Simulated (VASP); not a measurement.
# GaAs (F-43m) in VASP: a series of runs

GaAs is run at these levels: PBE, r2SCAN; tasks: single point, relaxation of cell and atoms.

Everything below comes from runs of VASP 6.6.1. Logs are shortened: lines on timing, memory, paths and dates and some standing lists are left out, and cuts for length are marked.

**The experiment to reproduce.**

From “Evidence of valence band perturbations in GaAsN/GaAs(001): A combined variable-angle spectroscopic ellipsometry and modulated photoreflectance investigation”, 2008, arxiv:0805.2212, for a bulk crystal of GaAs at 300 K: band gap 1.418 ± 0.005 eV (direct).

How close the calculation comes is told below.

### Step 1. The cell of the first run

Symmetry: F-43m, No. 216, cubic system. Conventional cell: a = 5.654 Å, b = 5.654 Å, c = 5.654 Å, α = 90.00°, β = 90.00°, γ = 90.00°. Within 3.2 Å of Ga (site symmetry -43m) lie 4 As at 2.45 Å. As (site symmetry -43m) has 4 Ga at 2.45 Å within 3.2 Å.

### Step 2. Single point, PBE

The input, INCAR:

```
  ALGO = Normal
  EDIFF = 1E-6
  ENCUT = 520
  GGA = PE
  ISIF = 2
  ISMEAR = 0
  LASPH = True
  LCHARG = True
  LELF = True
  LREAL = False
  LVHAR = True
  LWAVE = False
  NBANDS = 16
  NELM = 60
  PREC = Accurate
  SIGMA = 0.1
```

The input, KPOINTS:

```
k-points
0
Gamma
  6 6 6
```

The input, POSCAR:

```
GaAs
1.0
    0.0000000000      2.8268499400      2.8268499400
    2.8268499400      0.0000000000      2.8268499400
    2.8268499400      2.8268499400      0.0000000000
Ga As
1 1
Direct
    0.0000000000      0.0000000000      0.0000000000
    0.2500000000      0.2500000000      0.2500000000
```

Potentials or basis: VASP PAW PBE potentials, release 64 (Ga_d, As).

Launch:

```console
$ cat potpaw_PBE.64/Ga_d/POTCAR potpaw_PBE.64/As/POTCAR > POTCAR
$ mpirun -np 1 vasp_std > vasp.out
```

OUTCAR:

```text
EDIFF = 1E-6
   ENCUT = 520
   GGA = PE
   ISIF = 2
   ISMEAR = 0
   LASPH = True
   LREAL = False
   NELM = 60
   PREC = Accurate

 ion  position               nearest neighbor table
   1  0.000  0.000  0.000-   2 2.45   2 2.45   2 2.45   2 2.45
   2  0.250  0.250  0.250-   1 2.45   1 2.45   1 2.45   1 2.45

  LATTYP: Found a face centered cubic cell.
 ALAT       =     5.6536998800

  Lattice vectors:

 A1 = (   0.0000000000,   2.8268499400,   2.8268499400)
 A2 = (   2.8268499400,   0.0000000000,   2.8268499400)
 A3 = (   2.8268499400,   2.8268499400,   0.0000000000)

Analysis of symmetry for initial positions (statically):
=====================================================================
 Subroutine PRICEL returns:
 Original cell was already a primitive cell.

 Routine SETGRP: Setting up the symmetry group for a
 face centered cubic supercell.

 Subroutine GETGRP returns: Found 24 space group operations
 (whereof 24 operations were pure point group operations)
 out of a pool of 48 trial point group operations.

The static configuration has the point symmetry T_d .

Analysis of symmetry for dynamics (positions and initial velocities):
=====================================================================
 Subroutine PRICEL returns:
 Original cell was already a primitive cell.

 Routine SETGRP: Setting up the symmetry group for a
 face centered cubic supercell.

 Subroutine GETGRP returns: Found 24 space group operations
 (whereof 24 operations were pure point group operations)
 out of a pool of 48 trial point group operations.

The dynamic configuration has the point symmetry T_d .

 Subroutine INISYM returns: Found 24 space group operations
 (whereof 24 operations are pure point group operations),
 and found     1 'primitive' translations

----------------------------------------------------------------------------------------

                                     Primitive cell

  volume of cell :      45.1792

  direct lattice vectors                    reciprocal lattice vectors
     0.000000000  2.826849940  2.826849940    -0.176875324  0.176875324  0.176875324
     2.826849940  0.000000000  2.826849940     0.176875324 -0.176875324  0.176875324
     2.826849940  2.826849940  0.000000000     0.176875324  0.176875324 -0.176875324

  length of vectors
     3.997769524  3.997769524  3.997769524     0.306357048  0.306357048  0.306357048

  position of ions in fractional coordinates (direct lattice)
     0.000000000  0.000000000  0.000000000
     0.250000000  0.250000000  0.250000000

  ion indices of the primitive-cell ions
   primitive index   ion index
                 1           1
                 2           2

----------------------------------------------------------------------------------------

 KPOINTS: k-points

Automatic generation of k-mesh.
 Grid dimensions read from file:
 generate k-points for:    6    6    6

 Generating k-lattice:

  Cartesian coordinates                     Fractional coordinates (reciprocal lattice)
    -0.029479221  0.029479221  0.029479221     0.166666667  0.000000000  0.000000000
     0.029479221 -0.029479221  0.029479221     0.000000000  0.166666667  0.000000000
     0.029479221  0.029479221 -0.029479221     0.000000000  0.000000000  0.166666667

  Length of vectors
     0.051059508  0.051059508  0.051059508

  Shift w.r.t. Gamma in fractional coordinates (k-lattice)
     0.000000000  0.000000000  0.000000000

 Subroutine IBZKPT returns following result:
 ===========================================

 Found     16 irreducible k-points:

 Following reciprocal coordinates:
            Coordinates               Weight
  0.000000  0.000000  0.000000      1.000000
  0.166667  0.000000  0.000000      8.000000
  0.333333  0.000000  0.000000      8.000000
  0.500000  0.000000  0.000000      4.000000
  0.166667  0.166667  0.000000      6.000000
  0.333333  0.166667  0.000000     24.000000
[... 8 lines left out ...]
 -0.333333  0.333333  0.166667     24.000000
 -0.333333  0.500000  0.166667     12.000000
   k-points           NKPTS =     16   k-points in BZ     NKDIM =     16   number of bands    NBANDS=     16
   number of dos      NEDOS =    301   number of ions     NIONS =      2
   total plane-waves  NPLWV =  27000
   dimension x,y,z NGX =    30 NGY =   30 NGZ =   30
   dimension x,y,z NGXF=    60 NGYF=   60 NGZF=   60
   ions per type =               1   1
   NGX,Y,Z   is equivalent  to a cutoff of  12.48, 12.48, 12.48 a.u.
   NGXF,Y,Z  is equivalent  to a cutoff of  24.95, 24.95, 24.95 a.u.
 SYSTEM =  unknown system
   PREC   = accura    normal or accurate (medium, high low for compatibility)
   ISTART =      0    job   : 0-new  1-cont  2-samecut
   ICHARG =      2    charge: 1-file 2-atom 10-const
   ISPIN  =      1    spin polarized calculation?
   LNONCOLLINEAR =      F non collinear calculations
   LSORBIT =      F    spin-orbit coupling
   LASPH  =      T    aspherical Exc in radial PAW
   ENCUT  =  520.0 eV  38.22 Ry    6.18 a.u.   7.43  7.43  7.43*2*pi/ulx,y,z
   NELM   =     60;   NELMIN=  2; NELMDL= -5     # of ELM steps
   EDIFF  = 0.1E-05   stopping-criterion for ELM
   LREAL  =      F    real-space projection
   EDIFFG = 0.1E-04   stopping-criterion for IOM
   NSW    =      0    number of steps for IOM
   IBRION =     -1    ionic relax: 0-MD 1-quasi-New 2-CG
   NFREE  =      0    steps in history (QN), initial steepest desc. (CG)
   ISIF   =      2    stress and relaxation
   ISYM   =      2    0-nonsym 1-usesym 2-fastsym
   POTIM  = 0.5000    time-step for ionic-motion
   TEBEG  =    0.0;   TEEND  =   0.0 temperature during run
   PSTRESS=    0.0 pullay stress
   NELECT =      18.0000    total number of electrons
   NUPDOWN=      -1.0000    fix difference up-down
   EMIN   =  10.00;   EMAX   =-10.00  energy-range for DOS
   EFERMI =   0.00;   METHOD = LEGACY
   ISMEAR =     0;   SIGMA  =   0.10  broadening in eV -4-tet -1-fermi 0-gaus
   EFERMI_NEDOS =   21; number of points for ismear=-14 and -15
   IALGO  =     38    algorithm
   IMIX   =      4    mixing-type and parameters
     AMIX     =   0.40;   BMIX     =  1.00
     AMIX_MAG =   1.60;   BMIX_MAG =  1.00
  volume/ion in A,a.u.               =      22.59       152.44
  Fermi-wavevector in a.u.,A,eV,Ry     =   1.204628  2.276417 19.743800  1.451128
  Thomas-Fermi vector in A             =   2.340348
   LORBIT       =      0    0 simple, 1 ext, 2 COOP (PROOUT), +10 PAW based schemes
   GGA     = PE    functional components
   LHFCALC =     F    Hartree Fock is set to
   AEXX    =    0.0000 exact exchange contribution
   IVDW    =     0    specifies the selected vdW correction
   LEPSILON=     F    determine dielectric tensor
   LRPA    =     F    only Hartree local field effects (RPA)
 non-spin polarized calculation
 Gauss-broadening in eV      SIGMA  =   0.10
  energy-cutoff  :      520.00
  volume of cell :       45.18
 maximum number of plane-waves:      1243
 NGX is ok and might be reduce to    30
   NGX = 15   NGY = 15   NGZ = 15

 number of electron      17.9999995 magnetization

 Free energy of the ion-electron system (eV)
  ---------------------------------------------------
  ext. energy  EPLUGINS =         0.00000000
  ---------------------------------------------------
  free energy    TOTEN  =        -8.22700784 eV

  energy without entropy =       -8.22700674  energy(sigma->0) =       -8.22700729

 E-fermi :   4.2094     XC(G=0):  -9.5835

 val. band max:        3.9404534880   @ k =   0.0000   0.0000   0.0000
 cond. band min:       4.4583953967   @ k =   0.0000   0.0000   0.0000
 fundamental gap:      0.5179419087
 Fermi energy:         4.2093710792

 k-point     1 :       0.0000    0.0000    0.0000
  band No.  band energies     occupation
      1     -10.8784      2.00000
      2     -10.8784      2.00000
      3     -10.8784      2.00000
      4     -10.7994      2.00000
      5     -10.7994      2.00000
      6      -8.7856      2.00000
[... 8 lines left out ...]
     15      14.0578      0.00000
     16      14.0578      0.00000

 k-point     2 :       0.1667    0.0000    0.0000
  band No.  band energies     occupation
      1     -10.9007      2.00000
      2     -10.8724      2.00000
      3     -10.8724      2.00000
      4     -10.7996      2.00000
      5     -10.7996      2.00000
      6      -8.4652      2.00000
[... 8 lines left out ...]
     15      12.9789      0.00000
     16      12.9789      0.00000

 k-point     3 :       0.3333    0.0000    0.0000
  band No.  band energies     occupation
      1     -10.9398      2.00000
      2     -10.8626      2.00000
      3     -10.8626      2.00000
      4     -10.7978      2.00000
      5     -10.7978      2.00000
      6      -7.6375      2.00000
[... 8 lines left out ...]
     15      13.6010      0.00000
     16      13.6010      0.00000

 k-point     4 :       0.5000    0.0000    0.0000
  band No.  band energies     occupation
      1     -10.9573      2.00000
      2     -10.8590      2.00000
      3     -10.8590      2.00000
      4     -10.7956      2.00000
      5     -10.7956      2.00000
      6      -7.0197      2.00000
[... 8 lines left out ...]
     15      15.8051      0.00000
     16      15.8051      0.00000
[... 172 lines left out ...]
 k-point    14 :       0.5000    0.3333    0.1667
  band No.  band energies     occupation
      1     -10.9633      2.00000
      2     -10.8513      2.00000
      3     -10.8445      2.00000
      4     -10.8098      2.00000
      5     -10.7935      2.00000
      6      -6.9742      2.00000
[... 8 lines left out ...]
     15      15.0587      0.00000
     16      17.0574      0.00000

 k-point    15 :      -0.3333    0.3333    0.1667
  band No.  band energies     occupation
      1     -10.9707      2.00000
      2     -10.8507      2.00000
      3     -10.8395      2.00000
      4     -10.8074      2.00000
      5     -10.7959      2.00000
      6      -6.4686      2.00000
[... 8 lines left out ...]
     15      16.1085      0.00000
     16      16.6581      0.00000

 k-point    16 :      -0.3333    0.5000    0.1667
  band No.  band energies     occupation
      1     -10.9796      2.00000
      2     -10.8426      2.00000
      3     -10.8334      2.00000
      4     -10.8143      2.00000
      5     -10.7923      2.00000
      6      -6.2351      2.00000
[... 8 lines left out ...]
     15      16.1479      0.00000
     16      17.2726      0.00000

------------------------ aborting loop because EDIFF is reached ----------------------------------------

  FORCE on cell =-STRESS in cart. coord.  units (eV):
  Direction    XX          YY          ZZ          XY          YZ          ZX
  --------------------------------------------------------------------------------------
  -------------------------------------------------------------------------------------
  Total        0.9686766      0.9686766      0.9686766      0.0000000      0.0000000      0.0000000
  in kB       34.3519279     34.3519279     34.3519279      0.0000000      0.0000000      0.0000000
  external PRESSURE =      34.3519279 kB  Pullay stress =       0.0000000 kB

 VOLUME and BASIS-vectors are now :
 -----------------------------------------------------------------------------
  energy-cutoff  :      520.00
  volume of cell :       45.18
      direct lattice vectors                 reciprocal lattice vectors
     0.000000000  2.826849940  2.826849940    -0.176875324  0.176875324  0.176875324
     2.826849940  0.000000000  2.826849940     0.176875324 -0.176875324  0.176875324
     2.826849940  2.826849940  0.000000000     0.176875324  0.176875324 -0.176875324

 POSITION                                       TOTAL-FORCE (eV/Angst)
 -----------------------------------------------------------------------------------
      0.00000      0.00000      0.00000         0.000000      0.000000      0.000000
      1.41342      1.41342      1.41342        -0.000000     -0.000000     -0.000000
 -----------------------------------------------------------------------------------
    total drift:                                0.000002      0.000002      0.000002

  FREE ENERGIE OF THE ION-ELECTRON SYSTEM (eV)
  ---------------------------------------------------
  free  energy   TOTEN  =        -8.2270078371 eV

  energy  without entropy=       -8.2270067410  energy(sigma->0) =       -8.22700729
```

Run time: 5.8 s. Hardware: 1 thread of AMD EPYC 9R45 (Zen 5), shared host; peak memory 0.13 GiB.

Results:

* Free energy: -8.2270 eV
* Pressure: 3.4 GPa
* Band gap on the k mesh: 0.52 eV

Levels at points of the mesh, in eV from the valence-band top:
```
           k point  band 7  band 8  band 9  band 10  band 11  band 12
(0.00, 0.00, 0.00)    0.00    0.00    0.00     0.52     3.72     3.72
(0.50, 0.00, 0.00)   -6.64   -1.14   -1.14     1.00     4.63     4.63
(0.50, 0.50, 0.00)   -6.82   -2.68   -2.68     1.46     1.65    10.16
```

Caveat: the cell stands under pressure. A hybrid or GW would open this gap; PBE tends to underestimate it.

[end of part 1 of 2]
